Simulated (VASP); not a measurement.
Here is a VASP 6.6.1 calculation.

POSCAR

```
KCl
1.0
    0.0000000000      3.2065264533      3.2065264533
    3.2065264533      0.0000000000      3.2065264533
    3.2065264533      3.2065264533      0.0000000000
K Cl
1 1
Direct
    0.0000000000      0.0000000000      0.0000000000
    0.5000000000      0.5000000000      0.5000000000
```

The input INCAR.step1:

```
ALGO = Normal
EDIFF = 1E-4
ENCUT = 520
GGA = PE
ISMEAR = 0
LASPH = True
LCHARG = False
LREAL = False
LWAVE = True
NBANDS = 15
NELM = 80
PREC = Accurate
SIGMA = 0.01
```

File INCAR.step2:

```
ALGO = Normal
EDIFF = 1E-7
ENCUT = 520
ISIF = 2
ISMEAR = 0
ISTART = 1
LASPH = True
LCHARG = True
LELF = True
LMIXTAU = True
LREAL = False
LVHAR = True
LWAVE = False
METAGGA = R2SCAN
NBANDS = 15
NELM = 80
PREC = Accurate
SIGMA = 0.01
```

Contents of KPOINTS:

```
k-points
0
Gamma
  6 6 6
```

Potentials or basis: VASP PAW PBE potentials, release 64 (K_sv, Cl).

Command:

```sh
$ cat potpaw_PBE.64/K_sv/POTCAR potpaw_PBE.64/Cl/POTCAR > POTCAR
$ cp INCAR.step1 INCAR
$ mpirun -np 1 vasp_std > vasp.out
$ cp INCAR.step2 INCAR
$ mpirun -np 1 vasp_std > vasp.out
```

Problem. What does it give for the band gap on the k mesh?

Solution. 5.64 eV, direct.

Problem. What does it give for the pressure?

Solution. -1.0 GPa.

Caveat: the PAW data sets were made with another functional, which shifts forces and pressure a little.
